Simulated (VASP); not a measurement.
Wanted: the native input for a VASP 6.6.1 run.

- Task: single point
- Functional: PBE
- Potentials or basis: VASP PAW PBE potentials, release 64 (Cd_sv_GW, S)
- Cutoff: 540 eV
- k mesh: 9 × 9 × 4
- Occupations: gaussian, width 0.02 eV
- Spin: no spin polarisation
- Dipole correction: no
- Second run: valence_matched
- Further INCAR settings: ALGO = Normal; EDIFF = 1e-06; NBANDS = 34

The structure of CdS (Greenockite) lies in POSCAR:

```
CdS
1.0
    4.1541686323      0.0000000000      0.0000000000
   -2.0770843162      3.5976155672      0.0000000000
    0.0000000000      0.0000000000      6.7598584320
Cd S
2 2
Direct
    0.3333333333      0.6666666667     -0.0007922000
    0.6666666667      0.3333333333      0.4992078000
    0.3333333333      0.6666666667      0.3757922000
    0.6666666667      0.3333333333      0.8757922000
```

This cell differs from its parent crystal: volume scaled by 0.97, then relaxed in part.

The input as run:

INCAR

```
  PREC = Accurate
  ENCUT = 540
  EDIFF = 1E-6
  ISMEAR = 0
  SIGMA = 0.02
  LREAL = False
  LASPH = True
  NELM = 120
  ALGO = Normal
  ISIF = 2
  LWAVE = False
  LCHARG = False
  GGA = PE
  NBANDS = 34
  GGA_COMPAT = False
```

KPOINTS

```
regular mesh
0
Gamma
  9 9 4
```

Potentials or basis: VASP PAW PBE potentials, release 64 (Cd_sv_GW, S).

Command:

```console
$ cat potpaw_PBE.64/Cd_sv_GW/POTCAR potpaw_PBE.64/S/POTCAR > POTCAR
$ mpirun -np 1 vasp_std > vasp.out
```

Results of the run:

```
Pressure               : 0.7 GPa
Band gap on the k mesh : 1.18 eV, direct
```

It took 76 s on 1 thread of Intel(R) Xeon(R) Platinum 8559C (Emerald Rapids), on a shared host, peak memory 0.29 GiB.
